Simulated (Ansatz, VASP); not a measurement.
# One calculation of GaP, two programs

File POSCAR:

```
GaP
1.0
    0.0000000000      2.8960102657      2.8960102657
    2.8960102657      0.0000000000      2.8960102657
    2.8960102657      2.8960102657      0.0000000000
Ga P
1 1
Direct
    0.0000000000      0.0000000000      0.0000000000
    0.2500000000      0.2500000000      0.2500000000
```

Contents of INCAR.step1:

```
SYSTEM = GaP
ALGO = Normal
EDIFF = 1E-4
ENCUT = 520
GGA = PE
ISMEAR = 0
LASPH = .TRUE.
LCHARG = .FALSE.
LREAL = .FALSE.
LWAVE = .TRUE.
NBANDS = 16
NELM = 80
PREC = Accurate
SIGMA = 0.05
```

INCAR.step2

```
SYSTEM = GaP
ALGO = Normal
EDIFF = 1E-6
ENCUT = 520
ISIF = 2
ISMEAR = 0
ISTART = 1
LASPH = .TRUE.
LCHARG = .FALSE.
LMIXTAU = .TRUE.
LREAL = .FALSE.
LWAVE = .FALSE.
METAGGA = R2SCAN
NBANDS = 16
NELM = 80
PREC = Accurate
SIGMA = 0.05
```

KPOINTS

```
k-points
0
G
  10 10 10
  0 0 0
```

Input for Ansatz:

```yaml
crystal:
  lattice:
    - [0.0, 2.8960102657, 2.8960102657]
    - [2.8960102657, 0.0, 2.8960102657]
    - [2.8960102657, 2.8960102657, 0.0]
  atoms:
    - { symbol: Ga, position: [0.0, 0.0, 0.0] }
    - { symbol: P, position: [0.25, 0.25, 0.25] }
basis:
  ecutwfc: 500
  fft_grid_basis: typed
kpoints:
  mp_grid: { grid: [10, 10, 10] }
hamiltonian:
  xc: r2scan
scf:
  occupations: { method: gaussian, width: 0.05 }
output:
  forces: true
  stress: true
  eigenvalues: true
  bader: true
  write_density: true
  volumetric_format: npy
  elf: true
```

Alike in both runs: task single point; functional r2SCAN; k mesh 10 × 10 × 10; occupations gaussian, width 0.05 eV; no spin polarisation.

|  | VASP | Ansatz |
| --- | --- | --- |
| version | VASP 6.6.1 | Ansatz 0.2.0 |
| potentials or method | VASP PAW PBE potentials, release 64 (Ga_d, P), cutoff 520 eV | scalar-relativistic, plane waves, PAW |
| valence electrons in the cell | 18 | 18 |

```csv
,VASP,Ansatz,Ansatz less VASP
gap on the k mesh at the Fermi level (eV),0.81,0.83,+0.014
pressure (GPa),-10.6,-10.6,0.00
```

VASP's potentials were made for PBE, not for r2SCAN. With one functional, cell and mesh, what is left measures potentials, basis and numerics.
